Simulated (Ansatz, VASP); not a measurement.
## Two plane-wave programs on Mo

```
Mo
1.0
     4.19568    0.00000    0.00000
    -2.09784    3.63356    0.00000
     0.00000    0.00000    4.92116
Mo
4
Direct
  0.00000 0.00000 0.25000
  0.00000 0.00000 0.75000
  0.33333 0.66667 0.75000
  0.66667 0.33333 0.25000
```

Alike in both runs: task relaxation of cell and atoms; functional PBEsol; k mesh 6 × 6 × 4; occupations gaussian, width 0.1 eV; no spin polarisation.

|  | VASP | Ansatz |
| --- | --- | --- |
| version | VASP 6.6.1 | Ansatz 0.2.0 |
| potentials or method | VASP PAW PBE potentials, release 64 (Mo_sv), cutoff 600 eV | scalar-relativistic, plane waves, PAW |
| valence electrons in the cell | 56 | 56 |

```csv
,VASP,Ansatz,Ansatz less VASP
"gap on the k mesh at the Fermi level, each at its own relaxed structure (eV)",none,none,-
relaxed volume (Å³/atom),18.77,18.71,-0.061
relaxed cell length with the largest relative difference (Å),4.217,4.212,-0.0048
```

VASP's potentials were made for PBE, not for PBEsol. A gap of «none» marks a metal or a gap that the smearing closes.
